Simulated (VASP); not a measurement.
Input of a VASP 6.6.1 run:

File INCAR:

```
ALGO = Normal
EDIFF = 1E-6
ENCUT = 520
GGA = CA
ISIF = 2
ISMEAR = 0
LASPH = True
LCHARG = True
LELF = True
LREAL = False
LVHAR = True
LWAVE = False
NBANDS = 28
NELM = 60
PREC = Accurate
SIGMA = 0.01
```

KPOINTS

```
k-points
0
Gamma
  6 6 4
```

File POSCAR:

```
PbSe
1.0
    2.1548770000     -6.1339470000      0.0000000000
    2.1548770000      6.1339470000      0.0000000000
    0.0000000000      0.0000000000      4.4504940000
Pb Se
2 2
Direct
    0.6317610000      0.3682390000      0.7500000000
    0.3682390000      0.6317610000      0.2500000000
    0.8612900000      0.1387100000      0.7500000000
    0.1387100000      0.8612900000      0.2500000000
```

Potentials or basis: VASP PAW LDA potentials, release 64 (Pb_d, Se).

Command:

```sh
$ cat potpaw_LDA.64/Pb_d/POTCAR potpaw_LDA.64/Se/POTCAR > POTCAR
$ mpirun -np 1 vasp_std > vasp.out
```

Task: What does it give for the pressure?

Result: -3.2 GPa.

Task: Estimate the largest force.

Result: 0.086 eV/Å.

Task: What does it give for the band gap on the k mesh?

Result: 1.09 eV (least direct gap 1.40 eV).

Forces in eV/Å, atoms in the order of the input:
```
Pb   0.000 -0.086  0.000
Pb   0.000  0.086  0.000
Se   0.000  0.033  0.000
Se   0.000 -0.033  0.000
```

Caveat: the cell stands under tension; spin-orbit coupling is left out, which moves the levels of the heavy elements. A k mesh can miss the band edges.
